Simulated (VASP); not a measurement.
# CaInC4N4 (P-43m) in VASP: a series of runs, part 2 of 2

VASP 6.6.1.

## 4. Single point, PBE

This run uses another cell than the first one, of 28.37 Å³/atom.

Contents of INCAR:

```
ALGO = Normal
EDIFF = 1E-7
ENCUT = 520
GGA = PE
ISIF = 2
ISMEAR = 0
LASPH = T
LCHARG = F
LREAL = F
LWAVE = F
NBANDS = 40
NELM = 80
PREC = Accurate
SIGMA = 0.1
```

Contents of KPOINTS:

```
k-points
0
Gamma
  6 6 6
```

Contents of POSCAR:

```
CaInC4N4
1.0
    6.5710818107      0.0000000000      0.0000000000
    0.0000000000      6.5710818107      0.0000000000
    0.0000000000      0.0000000000      6.5710818107
Ca In C N
1 1 4 4
Direct
    0.5000000000      0.5000000000      0.5000000000
    0.0000000000      0.0000000000      0.0000000000
    0.1904687611      0.1904687611      0.1904687611
    0.1904687611      0.8095312389      0.8095312389
    0.8095312389      0.1904687611      0.8095312389
    0.8095312389      0.8095312389      0.1904687611
    0.2936009195      0.2936009195      0.2936009195
    0.2936009195      0.7063990805      0.7063990805
    0.7063990805      0.2936009195      0.7063990805
    0.7063990805      0.7063990805      0.2936009195
```

Potentials or basis: VASP PAW PBE potentials, release 64 (Ca_sv, In_d, C, N).

Command:

```bash
cat potpaw_PBE.64/Ca_sv/POTCAR potpaw_PBE.64/In_d/POTCAR potpaw_PBE.64/C/POTCAR potpaw_PBE.64/N/POTCAR > POTCAR
mpirun -np 1 vasp_std > vasp.out
```

OUTCAR:

```text
EDIFF = 1E-7
   ENCUT = 520
   GGA = PE
   ISIF = 2
   ISMEAR = 0
   LASPH = T
   LREAL = F
   NELM = 80
   PREC = Accurate

 ion  position               nearest neighbor table
   1  0.500  0.500  0.500-   7 2.35   8 2.35   9 2.35  10 2.35
   2  0.000  0.000  0.000-   3 2.17   4 2.17   5 2.17   6 2.17
   3  0.190  0.190  0.190-   7 1.17   2 2.17
   4  0.190  0.810  0.810-   8 1.17   2 2.17
   5  0.810  0.190  0.810-   9 1.17   2 2.17
   6  0.810  0.810  0.190-  10 1.17   2 2.17
   7  0.294  0.294  0.294-   3 1.17   1 2.35
   8  0.294  0.706  0.706-   4 1.17   1 2.35
   9  0.706  0.294  0.706-   5 1.17   1 2.35
  10  0.706  0.706  0.294-   6 1.17   1 2.35

  LATTYP: Found a simple cubic cell.
 ALAT       =     6.5710818107

  Lattice vectors:

 A1 = (   6.5710818107,   0.0000000000,   0.0000000000)
 A2 = (   0.0000000000,   6.5710818107,   0.0000000000)
 A3 = (   0.0000000000,   0.0000000000,   6.5710818107)

Analysis of symmetry for initial positions (statically):
=====================================================================
 Subroutine PRICEL returns:
 Original cell was already a primitive cell.

 Routine SETGRP: Setting up the symmetry group for a
 simple cubic supercell.

 Subroutine GETGRP returns: Found 24 space group operations
 (whereof 24 operations were pure point group operations)
 out of a pool of 48 trial point group operations.

The static configuration has the point symmetry T_d .

Analysis of symmetry for dynamics (positions and initial velocities):
=====================================================================
 Subroutine PRICEL returns:
 Original cell was already a primitive cell.

 Routine SETGRP: Setting up the symmetry group for a
 simple cubic supercell.

 Subroutine GETGRP returns: Found 24 space group operations
 (whereof 24 operations were pure point group operations)
 out of a pool of 48 trial point group operations.

The dynamic configuration has the point symmetry T_d .
[... 137 lines left out ...]
   AEXX    =    0.0000 exact exchange contribution
   IVDW    =     0    specifies the selected vdW correction
   LEPSILON=     F    determine dielectric tensor
   LRPA    =     F    only Hartree local field effects (RPA)
 non-spin polarized calculation
 Gauss-broadening in eV      SIGMA  =   0.10
  energy-cutoff  :      520.00
  volume of cell :      283.73
 maximum number of plane-waves:      7689
 NGX is ok and might be reduce to    50
   NGX = 25   NGY = 25   NGZ = 25

 number of electron      59.0000019 magnetization

 Free energy of the ion-electron system (eV)
  ---------------------------------------------------
  ext. energy  EPLUGINS =         0.00000000
  ---------------------------------------------------
  free energy    TOTEN  =       -72.52460282 eV

  energy without entropy =      -72.46512700  energy(sigma->0) =      -72.49486491

 E-fermi :   1.5660     XC(G=0):  -6.1452

 val. band max:        1.5604327068   @ k =   0.3333   0.1667   0.0000
 cond. band min:       1.5734084622   @ k =   0.1667   0.1667   0.0000
 fundamental gap:      0.0129757554
 Fermi energy:         1.5659667607

 k-point     1 :       0.0000    0.0000    0.0000
  band No.  band energies     occupation
      1     -40.8911      2.00000
      2     -21.9825      2.00000
      3     -21.9825      2.00000
      4     -21.9825      2.00000
      5     -18.8048      2.00000
      6     -18.7429      2.00000
[... 849 lines left out ...]
     39       3.9732      0.00000
     40       3.9732      0.00000

------------------------ aborting loop because EDIFF is reached ----------------------------------------

  FORCE on cell =-STRESS in cart. coord.  units (eV):
  Direction    XX          YY          ZZ          XY          YZ          ZX
  --------------------------------------------------------------------------------------
  -------------------------------------------------------------------------------------
  Total        0.5336354      0.5336354      0.5336354      0.0000000      0.0000000      0.0000000
  in kB        3.0133155      3.0133155      3.0133155      0.0000000      0.0000000      0.0000000
  external PRESSURE =       3.0133155 kB  Pullay stress =       0.0000000 kB

 VOLUME and BASIS-vectors are now :
 -----------------------------------------------------------------------------
  energy-cutoff  :      520.00
  volume of cell :      283.73
      direct lattice vectors                 reciprocal lattice vectors
     6.571081811  0.000000000  0.000000000     0.152181943  0.000000000  0.000000000
     0.000000000  6.571081811  0.000000000     0.000000000  0.152181943  0.000000000
     0.000000000  0.000000000  6.571081811     0.000000000  0.000000000  0.152181943

 POSITION                                       TOTAL-FORCE (eV/Angst)
 -----------------------------------------------------------------------------------
      3.28554      3.28554      3.28554         0.000000      0.000000     -0.000000
      0.00000      0.00000      0.00000        -0.000000      0.000000     -0.000000
      1.25159      1.25159      1.25159        -0.222302     -0.222302     -0.222302
      1.25159      5.31950      5.31950        -0.222302      0.222302      0.222302
      5.31950      1.25159      5.31950         0.222302     -0.222302      0.222302
      5.31950      5.31950      1.25159         0.222302      0.222302     -0.222302
      1.92928      1.92928      1.92928         0.207331      0.207331      0.207331
      1.92928      4.64181      4.64181         0.207331     -0.207331     -0.207331
      4.64181      1.92928      4.64181        -0.207331      0.207331     -0.207331
      4.64181      4.64181      1.92928        -0.207331     -0.207331      0.207331
 -----------------------------------------------------------------------------------
    total drift:                                0.000000      0.000000     -0.000000

  FREE ENERGIE OF THE ION-ELECTRON SYSTEM (eV)
  ---------------------------------------------------
  free  energy   TOTEN  =       -72.5246028176 eV

  energy  without entropy=      -72.4651269959  energy(sigma->0) =      -72.49486491
```

OSZICAR:

```text
N       E                     dE             d eps       ncg     rms          rms(c)
DAV:   1     0.531926877841E+03    0.53193E+03   -0.25773E+04  1600   0.129E+03
DAV:   2    -0.127770465558E+02   -0.54470E+03   -0.52738E+03  2080   0.347E+02
DAV:   3    -0.786843463953E+02   -0.65907E+02   -0.65271E+02  2232   0.130E+02
DAV:   4    -0.822459361619E+02   -0.35616E+01   -0.34991E+01  2688   0.334E+01
DAV:   5    -0.823947684033E+02   -0.14883E+00   -0.14831E+00  2640   0.401E+00    0.187E+01
DAV:   6    -0.733906264612E+02    0.90041E+01   -0.23233E+01  2216   0.360E+01    0.135E+01
DAV:   7    -0.726383664431E+02    0.75226E+00   -0.44076E+00  2216   0.102E+01    0.530E+00
DAV:   8    -0.725335092036E+02    0.10486E+00   -0.82089E-01  2384   0.412E+00    0.328E+00
DAV:   9    -0.725255567415E+02    0.79525E-02   -0.16868E-01  2368   0.216E+00    0.143E+00
DAV:  10    -0.725225944575E+02    0.29623E-02   -0.32417E-02  2184   0.999E-01    0.575E-01
DAV:  11    -0.725233502976E+02   -0.75584E-03   -0.11381E-02  2280   0.532E-01    0.199E-01
DAV:  12    -0.725244305149E+02   -0.10802E-02   -0.13954E-03  1928   0.209E-01    0.767E-02
DAV:  13    -0.725245745528E+02   -0.14404E-03   -0.18165E-04  2576   0.854E-02    0.165E-02
DAV:  14    -0.725245981561E+02   -0.23603E-04   -0.41615E-05  2128   0.429E-02    0.107E-02
DAV:  15    -0.725246017718E+02   -0.36157E-05   -0.55899E-06  2560   0.128E-02    0.481E-03
DAV:  16    -0.725246027289E+02   -0.95711E-06   -0.15542E-06  1768   0.617E-03    0.923E-04
DAV:  17    -0.725246028176E+02   -0.88708E-07   -0.23473E-07  1608   0.216E-03
   1 F= -.72524603E+02 E0= -.72494865E+02  d E =-.594758E-01
```

stdout:

```text
POSCAR found type information on POSCAR CaInC N
 POSCAR found :  4 types and      10 ions
 scaLAPACK will be used
 LDA part: xc-table for (Slater+PW92), standard interpolation
 POSCAR, INCAR and KPOINTS ok, starting setup
 FFT: planning ... GRIDC
 FFT: planning ... GRID_SOFT
 FFT: planning ... GRID
 WAVECAR not read
 entering main loop
```

Wall time 3.5 min (1 thread of Intel Xeon 6975P-C (Granite Rapids), shared host); peak memory 0.48 GiB.

What came out:

- Free energy: -72.5246 eV
- Pressure: 0.3 GPa
- Largest force: 0.385 eV/Å
- Band gap on the k mesh: zero (an odd number of electrons rules out a gap without spin polarisation)

Forces on the atoms (eV/Å):
```
Ca   0.000  0.000  0.000
In   0.000  0.000  0.000
C   -0.222 -0.222 -0.222
C   -0.222  0.222  0.222
C    0.222 -0.222  0.222
C    0.222  0.222 -0.222
N    0.207  0.207  0.207
N    0.207 -0.207 -0.207
N   -0.207  0.207 -0.207
N   -0.207 -0.207  0.207
```

Caveat: spin-orbit coupling is left out, which moves the levels of the heavy elements; an odd number of electrons without spin polarisation forces a metal; a magnetic or distorted state may lie lower.

## 5. Relaxation of cell and atoms, PBE

This run uses another cell than the first one, of 23.99 Å³/atom.

Contents of INCAR:

```
SYSTEM = CaInC4N4
PREC = Accurate
ENCUT = 600
EDIFF = 1E-7
ISMEAR = 0
SIGMA = 0.1
LREAL = .FALSE.
LASPH = .TRUE.
NELM = 80
ALGO = Normal
ISIF = 3
LWAVE = .FALSE.
LCHARG = .FALSE.
GGA = PE
IBRION = 2
NSW = 90
EDIFFG = -0.04
```

Contents of KPOINTS:

```
Automatic mesh
0
G
  4 4 4
  0 0 0
```

Contents of POSCAR:

```
CaInC4N4
1.0
    6.2134436000      0.0000000000      0.0000000000
    0.0000000000      6.2134436000      0.0000000000
    0.0000000000      0.0000000000      6.2134436000
Ca In C N
1 1 4 4
Direct
    0.5000000000      0.5000000000      0.5000000000
    0.0000000000      0.0000000000      0.0000000000
    0.1859319800      0.1859319800      0.1859319800
    0.1859319800      0.8140680200      0.8140680200
    0.8140680200      0.1859319800      0.8140680200
    0.8140680200      0.8140680200      0.1859319800
    0.2946478300      0.2946478300      0.2946478300
    0.2946478300      0.7053521700      0.7053521700
    0.7053521700      0.2946478300      0.7053521700
    0.7053521700      0.7053521700      0.2946478300
```

Command:

```bash
cat potpaw_PBE.64/Ca_sv/POTCAR potpaw_PBE.64/In_d/POTCAR potpaw_PBE.64/C/POTCAR potpaw_PBE.64/N/POTCAR > POTCAR
mpirun -np 1 vasp_std > vasp.out
```

Wall time 16 min (1 thread of Intel Xeon 6975P-C (Granite Rapids), shared host); peak memory 0.44 GiB.

Results (log left out):

| Item | Value |
| --- | --- |
| Free energy | -72.5141 eV |
| Relaxed volume | 28.39 Å³/atom |
| Relaxed cell | a = 6.573 Å, b = 6.573 Å, c = 6.573 Å, α = 90.00°, β = 90.00°, γ = 90.00° |
| Space group after relaxing (to 0.1 Å) | P-43m (No. 215) |
| Energy gained by relaxing | 114.6 meV/atom |
| Ionic steps | 17 |
| Pressure after relaxing | 0.0 GPa |
| Largest force after relaxing | 0.007 eV/Å |
| Band gap on the k mesh | zero (an odd number of electrons rules out a gap without spin polarisation) |

Forces on the atoms (eV/Å):
```
Ca   0.000  0.000  0.000
In   0.000  0.000  0.000
C   -0.002 -0.002 -0.002
C   -0.002  0.002  0.002
C    0.002 -0.002  0.002
C    0.002  0.002 -0.002
N   -0.004 -0.004 -0.004
N   -0.004  0.004  0.004
N    0.004 -0.004  0.004
N    0.004  0.004 -0.004
```

The path:
| step | energy change (eV) | largest force (eV/Å) | pressure (GPa) | volume (Å³) |
| --- | --- | --- | --- | --- |
| 1 | 0.0000 | 1.8934 | 8.32 | 239.88 |
| 2 | -0.5247 | 6.6465 | 4.20 | 285.78 |
| 3 | -0.8252 | 3.5587 | 5.13 | 266.56 |
| 4 | -1.0755 | 1.7911 | -1.67 | 286.82 |
| 5 | -1.1343 | 0.3086 | 0.20 | 280.36 |
| 6 | -1.1342 | 0.2401 | 0.28 | 280.08 |
| 7 | -1.1364 | 0.1798 | 0.23 | 280.82 |
| 8 | -1.1396 | 0.2250 | 0.09 | 283.04 |
| 9 | -1.1408 | 0.2229 | -0.19 | 284.02 |
| 10 | -1.1408 | 0.2062 | -0.16 | 283.95 |
| 11 | -1.1421 | 0.1576 | -0.18 | 284.45 |
| 12 | -1.1435 | 0.0616 | -0.23 | 285.73 |
| 13 | -1.1442 | 0.0716 | -0.16 | 285.35 |
| 14 | -1.1453 | 0.0966 | 0.00 | 284.39 |
| 15 | -1.1454 | 0.1055 | 0.06 | 284.05 |
| 16 | -1.1454 | 0.0856 | -0.03 | 283.82 |
| 17 | -1.1455 | 0.0066 | 0.01 | 283.93 |

Final structure:
```yaml
crystal:
  lattice:
    - [6.57256, 0.00000, 0.00000]
    - [0.00000, 6.57256, 0.00000]
    - [0.00000, 0.00000, 6.57256]
  atoms:
    - { symbol: Ca, position: [0.50000, 0.50000, 0.50000] }
    - { symbol: In, position: [0.00000, 0.00000, 0.00000] }
    - { symbol: C, position: [0.19030, 0.19030, 0.19030] }
    - { symbol: C, position: [0.19030, 0.80970, 0.80970] }
    - { symbol: C, position: [0.80970, 0.19030, 0.80970] }
    - { symbol: C, position: [0.80970, 0.80970, 0.19030] }
    - { symbol: N, position: [0.29370, 0.29370, 0.29370] }
    - { symbol: N, position: [0.29370, 0.70630, 0.70630] }
    - { symbol: N, position: [0.70630, 0.29370, 0.70630] }
    - { symbol: N, position: [0.70630, 0.70630, 0.29370] }
```

Levels at points of the mesh, in eV from the Fermi level:
| k point | band 25 | band 26 | band 27 | band 28 | band 29 | band 30 | band 31 | band 32 | band 33 | band 34 |
| --- | --- | --- | --- | --- | --- | --- | --- | --- | --- | --- |
| (0.00, 0.00, 0.00) | -6.38 | -6.38 | -6.20 | -6.20 | -6.20 | -0.11 | -0.11 | -0.11 | 0.43 | 0.43 |
| (0.50, 0.00, 0.00) | -6.40 | -6.40 | -6.30 | -6.21 | -6.21 | -0.02 | 0.19 | 0.19 | 0.63 | 0.93 |
| (0.50, 0.50, 0.00) | -6.41 | -6.39 | -6.35 | -6.23 | -6.23 | -0.02 | 0.48 | 0.48 | 0.62 | 0.88 |
| (0.50, 0.50, 0.50) | -6.34 | -6.34 | -6.31 | -6.31 | -6.31 | 0.30 | 0.30 | 0.30 | 0.44 | 0.44 |

Caveat: the volume moved by over 15 % at a fixed basis, so the end points are rough; spin-orbit coupling is left out, which moves the levels of the heavy elements; an odd number of electrons without spin polarisation forces a metal; a magnetic or distorted state may lie lower.

## 6. Single point, PBE, collinear spin, ferromagnetic start

This run uses another cell than the first one, of 23.99 Å³/atom.

Contents of INCAR:

```
PREC = Accurate ; ENCUT = 520
EDIFF = 1E-7 ; ISMEAR = 0
SIGMA = 0.1 ; LREAL = F
LASPH = T ; NELM = 150
ALGO = Normal ; ISIF = 2
LWAVE = F ; LCHARG = F
ISPIN = 2 ; MAGMOM = 0 0 1 1 1 1 1 1 1 1
LORBIT = 11 ; GGA = PE
NBANDS = 44
```

Contents of KPOINTS:

```
Automatic mesh
0
Gamma
  4 4 4
```

POSCAR is that of step 5.

Potentials or basis: VASP PAW PBE potentials, release 64 (Ca_sv, In_d, C, N).

Command:

```bash
cat potpaw_PBE.64/Ca_sv/POTCAR potpaw_PBE.64/In_d/POTCAR potpaw_PBE.64/C/POTCAR potpaw_PBE.64/N/POTCAR > POTCAR
mpirun -np 1 vasp_std > vasp.out
```

It took 4.6 min on 1 thread of Intel Xeon 6975P-C (Granite Rapids), shared host; peak memory 0.51 GiB.

It converged, with:

```
Free energy                                           : -71.3546 eV
Pressure                                              : 8.4 GPa
Largest force                                         : 1.872 eV/Å
Net moment                                            : 0.00 μB per cell
Valence electrons inside the program's atomic spheres : Ca 8.27; In 12.04; C 2.64; N 3.89
```

Forces on the atoms (eV/Å):
```
Ca   0.000  0.000  0.000
In   0.000  0.000  0.000
C    1.081  1.081  1.081
C    1.081 -1.081 -1.081
C   -1.081  1.081 -1.081
C   -1.081 -1.081  1.081
N   -0.156 -0.156 -0.156
N   -0.156  0.156  0.156
N    0.156 -0.156  0.156
N    0.156  0.156 -0.156
```

Levels at points of the mesh, in eV from the Fermi level:
Spin up:
```tsv
k point	band 26	band 27	band 28	band 29	band 30	band 31	band 32	band 33
(0.00, 0.00, 0.00)	-6.50	-6.13	-6.13	-6.13	-0.14	-0.14	-0.14	0.37
(0.50, 0.00, 0.00)	-6.51	-6.28	-6.17	-6.17	-0.03	0.22	0.22	0.60
(0.50, 0.50, 0.00)	-6.44	-6.43	-6.19	-6.19	-0.02	0.58	0.58	0.59
(0.50, 0.50, 0.50)	-6.40	-6.29	-6.29	-6.29	0.36	0.36	0.36	0.39
```
Spin down:
```csv
k point,band 26,band 27,band 28,band 29,band 30,band 31,band 32,band 33
"(0.00, 0.00, 0.00)",-6.50,-6.13,-6.13,-6.13,-0.14,-0.14,-0.14,0.37
"(0.50, 0.00, 0.00)",-6.51,-6.28,-6.17,-6.17,-0.03,0.22,0.22,0.61
"(0.50, 0.50, 0.00)",-6.44,-6.43,-6.19,-6.19,-0.02,0.59,0.59,0.59
"(0.50, 0.50, 0.50)",-6.40,-6.29,-6.29,-6.29,0.36,0.36,0.36,0.39
```

Caveat: the cell stands under pressure; spin-orbit coupling is left out, which moves the levels of the heavy elements; forces of over 1 eV/Å act on the atoms, so gaps and moduli don't describe the material at rest.

## 7. Summary

| task | spin | cell | k mesh | cutoff (eV) | gap on the mesh (eV) | pressure (GPa) | largest force (eV/Å) |
| --- | --- | --- | --- | --- | --- | --- | --- |
| single point | off | a = 6.563 Å, 10 atoms, atomic positions A | 4 × 4 × 4 | 520 | none | 0.4 | 0.38 |
| single point | off | a = 6.213 Å, 10 atoms, atomic positions B | 4 × 4 × 4 | 520 | none | 8.4 | 1.87 |
| single point | off | a = 6.571 Å, 10 atoms, atomic positions C | 6 × 6 × 6 | 520 | none | 0.3 | 0.39 |
| relaxation of cell and atoms | off | relaxed from a = 6.213 Å, 10 atoms, atomic positions B | 4 × 4 × 4 | 600 | none | 0.0 | 0.01 |
| single point | collinear, ferromagnetic start | a = 6.213 Å, 10 atoms, atomic positions B | 4 × 4 × 4 | 520 | none | 8.4 | 1.87 |

Alike in all rows: level PBE; potentials or basis VASP PAW PBE potentials, release 64 (Ca_sv, In_d, C, N); smearing gaussian 0.1 eV.

Caveats: spin-orbit coupling is left out, which moves the levels of the heavy elements; an odd number of electrons without spin polarisation forces a metal (at least some runs); a magnetic or distorted state may lie lower (at least some runs); the cell stands under pressure (at least some runs); the volume moved by over 15 % at a fixed basis, so the end points are rough (at least some runs); forces of over 1 eV/Å act on the atoms, so gaps and moduli don't describe the material at rest (at least some runs).

Total energies depend on the potentials used, so only differences within one code and one set of settings carry meaning.

The gap in the log of VASP goes by the Fermi energy; the results here count the filled bands.